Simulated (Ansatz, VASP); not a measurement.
## Two plane-wave programs on K2RbPdF6

The input INCAR:

```
PREC = Accurate
ENCUT = 520
EDIFF = 1E-7
ISMEAR = 0
SIGMA = 0.1
LREAL = F
LASPH = T
NELM = 60
ALGO = Normal
ISIF = 2
LWAVE = F
LCHARG = F
GGA = CA
NBANDS = 50
```

The input KPOINTS:

```
regular mesh
0
Gamma
  5 5 5
```

The input POSCAR:

```
K2RbPdF6
1.0
    0.0000000000      4.6466620000      4.6466620000
    4.6466620000      0.0000000000      4.6466620000
    4.6466620000      4.6466620000      0.0000000000
K Rb Pd F
2 1 1 6
Direct
    0.7500000000      0.7500000000      0.7500000000
    0.2500000000      0.2500000000      0.2500000000
    0.5000000000      0.5000000000      0.5000000000
    0.0000000000      0.0000000000      0.0000000000
    0.7789850000      0.2210150000      0.2210150000
    0.2210150000      0.2210150000      0.7789850000
    0.2210150000      0.7789850000      0.7789850000
    0.2210150000      0.7789850000      0.2210150000
    0.7789850000      0.2210150000      0.7789850000
    0.7789850000      0.7789850000      0.2210150000
```

Input for Ansatz:

```yaml
crystal:
  lattice:
    - [0.0, 4.646662, 4.646662]
    - [4.646662, 0.0, 4.646662]
    - [4.646662, 4.646662, 0.0]
  atoms:
    - { symbol: K, position: [0.75, 0.75, 0.75] }
    - { symbol: K, position: [0.25, 0.25, 0.25] }
    - { symbol: Rb, position: [0.5, 0.5, 0.5] }
    - { symbol: Pd, position: [0.0, 0.0, 0.0] }
    - { symbol: F, position: [0.778985, 0.221015, 0.221015] }
    - { symbol: F, position: [0.221015, 0.221015, 0.778985] }
    - { symbol: F, position: [0.221015, 0.778985, 0.778985] }
    - { symbol: F, position: [0.221015, 0.778985, 0.221015] }
    - { symbol: F, position: [0.778985, 0.221015, 0.778985] }
    - { symbol: F, position: [0.778985, 0.778985, 0.221015] }
kpoints:
  mp_grid: { grid: [5, 5, 5] }
hamiltonian:
  xc: lda
scf:
  occupations: { method: gaussian, width: 0.1 }
basis:
  ecutwfc: 510
output:
  forces: true
```

Alike in both runs: task single point; functional LDA; k mesh 5 × 5 × 5; occupations gaussian, width 0.1 eV; no spin polarisation.

|  | VASP | Ansatz |
| --- | --- | --- |
| version | VASP 6.6.1 | Ansatz 0.2.0 |
| potentials or method | VASP PAW LDA potentials, release 64 (K_sv, Rb_sv, Pd, F), cutoff 520 eV | plane waves, PAW |
| valence electrons in the cell | 79 | 87 |

|  | VASP | Ansatz | Ansatz less VASP |
| --- | --- | --- | --- |
| rms of the force components (eV/Å) | 0.243 | 0.250 | +0.0069 |

LDA's correlation is that of Perdew and Zunger in VASP and of Perdew and Wang (1992) in Ansatz. Atom by atom the forces differ by 0.007 eV/Å (rms over components). VASP's potentials hold 79 valence electrons a cell and Ansatz's 87, so a difference there can come from the potentials and not from the codes.
